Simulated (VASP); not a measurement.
# SiC: single point with PBE

SiC:

```xyz
2
Lattice="0.0000 2.2327 2.2327 2.2327 0.0000 2.2327 2.2327 2.2327 0.0000" Properties=species:S:1:pos:R:3 pbc="T T T"
Si    0.0000    0.0000    0.0000
C     1.1164    1.1164    1.1164
```

This cell differs from its parent crystal: volume changed by +6%.

* Program: VASP 6.6.1
* Task: single point
* Functional: PBE
* Potentials or basis: VASP PAW PBE potentials, release 64 (Si, C)
* Cutoff: 520 eV
* k mesh: 8 × 8 × 8
* Occupations: gaussian, width 0.01 eV
* Spin: no spin polarisation
* Dipole correction: no
* Further INCAR settings: ALGO = Normal; EDIFF = 1e-06; NBANDS = 11

```yaml
Pressure: -11.0 GPa
Band_gap_on_the_k_mesh: 1.42 eV, indirect (least direct gap 4.46 eV)
```

Levels at points of the mesh, in eV from the valence-band top:
```csv
k point,band 1,band 2,band 3,band 4,band 5,band 6,band 7,band 8
"(0.00, 0.00, 0.00)",-14.84,0.00,0.00,0.00,5.38,6.82,6.82,6.82
"(0.50, 0.00, 0.00)",-11.54,-8.15,-1.03,-1.03,4.78,6.93,6.93,9.65
"(0.50, 0.50, 0.00)",-10.16,-7.57,-3.04,-3.04,1.42,4.07,13.19,13.19
```

It took 8.9 s on 1 thread of Intel Xeon 8259CL (shared host), peak memory 0.13 GiB.

 A k mesh can miss the band edges.
